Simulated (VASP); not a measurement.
Write the native input for VASP 6.6.1 that does the following.

| Quantity | Value |
| --- | --- |
| Task | single point |
| Functional | PBE |
| Potentials or basis | VASP PAW PBE potentials, release 64 (N, B, As_d) |
| Cutoff | 700 eV |
| k mesh | 10 × 4 × 6 |
| Occupations | fermi-dirac, width 0.02 eV |
| Spin | no spin polarisation |
| Dipole correction | no |
| Further INCAR settings | ALGO = Normal; EDIFF = 1e-06; NBANDS = 31 |

The structure of B4AsN3 lies in POSCAR:

```
B4AsN3
1.0
    2.7722964413      0.0000000000      0.0000000000
    0.0000000000      5.6249400240      0.0000000000
    0.0000000000      0.0000000000      3.9057175352
N B As
3 4 1
Direct
    0.0000000000      0.2241049818      0.0021797132
    0.5000000000      0.0000000000      0.5108461780
    0.0000000000      0.7758950182      0.0021797132
    0.5000000000      0.2096475653      0.7744670301
    0.0000000000      0.0000000000      0.2665037719
    0.5000000000      0.7903524347      0.7744670301
    0.0000000000      0.5000000000      0.1705778395
    0.5000000000      0.5000000000      0.4987787240
```

One way to write it, as run:

INCAR

```
PREC = Accurate
ENCUT = 700
EDIFF = 1E-6
ISMEAR = -1
SIGMA = 0.02
LREAL = False
LASPH = True
NELM = 120
ALGO = Normal
ISIF = 2
LWAVE = False
LCHARG = True
GGA = PE
LELF = True
LVHAR = True
NBANDS = 31
GGA_COMPAT = False
```

KPOINTS

```
Automatic mesh
0
Gamma
  10 4 6
```

Potentials or basis: VASP PAW PBE potentials, release 64 (N, B, As_d).

Command:

```console
$ cat potpaw_PBE.64/N/POTCAR potpaw_PBE.64/B/POTCAR potpaw_PBE.64/As_d/POTCAR > POTCAR
$ mpirun -np 1 vasp_std > vasp.out
```

It gave:

```
Pressure               : 2.9 GPa
Largest force          : 0.424 eV/Å
Band gap on the k mesh : zero (bands 21 and 22 overlap by 0.11 eV)
```

Caveat: semilocal functionals underestimate gaps, and a narrow one can read as zero.

It took 66 s on 1 thread of Intel(R) Xeon(R) 6975P-C (Granite Rapids) (shared host), peak memory 0.32 GiB.
